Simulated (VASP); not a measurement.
Input of a VASP 6.6.1 run:

The input INCAR:

```
PREC = Accurate
ENCUT = 600
EDIFF = 1E-6
ISMEAR = -1
SIGMA = 0.1
LREAL = False
LASPH = True
NELM = 80
ALGO = Normal
ISIF = 3
LWAVE = False
LCHARG = False
GGA = CA
IBRION = 2
NSW = 80
EDIFFG = -0.02
```

KPOINTS

```
Automatic mesh
0
Gamma
  9 9 5
```

The input POSCAR:

```
Nb
1.0
    2.9600000000      0.0000000000      0.0000000000
   -1.4800000000      2.5634351952      0.0000000000
    0.0000000000      0.0000000000      4.8336800000
Nb
2
Direct
    0.3333333333      0.6666666667      0.2500000000
    0.6666666667      0.3333333333      0.7500000000
```

Potentials or basis: VASP PAW LDA potentials, release 64 (Nb_sv).

Command:

```console
$ cat potpaw_LDA.64/Nb_sv/POTCAR > POTCAR
$ mpirun -np 1 vasp_std > vasp.out
```

Problem. What does it give for the band gap on the k mesh?

Solution. Zero (bands 13 and 14 overlap by 2.26 eV).

Problem. Predict the relaxed cell.

Solution. a = 2.797 Å, b = 2.797 Å, c = 5.215 Å, α = 90.00°, β = 90.00°, γ = 120.00°.

Problem. Predict the relaxed volume.

Solution. 17.66 Å³/atom.

Final structure:
```
CELL_PARAMETERS angstrom
2.79684 0.00000 0.00000
-1.39842 2.42214 0.00000
0.00000 0.00000 5.21526
ATOMIC_POSITIONS crystal
Nb 0.33333 0.66667 0.25000
Nb 0.66667 0.33333 0.75000
```
